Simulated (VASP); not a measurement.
A run of VASP 6.6.1 is set up as follows.

INCAR

```
ALGO     = Normal         # electronic algorithm
EDIFF    = 1E-6           # SCF threshold, eV
ENCUT    = 520            # plane-wave cutoff, eV
GGA      = RE             # functional
ISIF     = 2              # what is computed and relaxed
ISMEAR   = -1             # smearing method
ISPIN    = 2              # spin polarisation
LASPH    = T              # aspherical terms in the spheres
LCHARG   = F              # write CHGCAR
LMAXMIX  = 4              # l up to which the mixer works
LORBIT   = 11             # projections on sites
LREAL    = F              # projectors in reciprocal space
LWAVE    = F              # write WAVECAR
MAGMOM   = 2.467          # initial moments
NBANDS   = 14             # bands
NELM     = 150            # most SCF steps
PREC     = Accurate       # precision mode
SIGMA    = 0.05           # smearing width, eV
```

KPOINTS

```
k-points
0
Gamma
  15 15 15
```

File POSCAR:

```
Fe
1.0
    2.4835317753      0.0000000000      0.0000000000
    0.0000000000      2.4835317753      0.0000000000
    0.0000000000      0.0000000000      2.4835317753
Fe
1
Direct
    0.0000000000      0.0000000000      0.0000000000
```

Potentials or basis: VASP PAW PBE potentials, release 64 (Fe).

Run with:

```console
$ cat potpaw_PBE.64/Fe/POTCAR > POTCAR
$ mpirun -np 1 vasp_std > vasp.out
```

Question: Estimate the site moments.

Answer: Fe +2.74 μB.

Question: What does it give for the net moment?

Answer: 2.75 μB per cell.

Question: Estimate the pressure.

Answer: -8.2 GPa.

Caveat: the PAW data sets were made with another functional, which shifts forces and pressure a little.
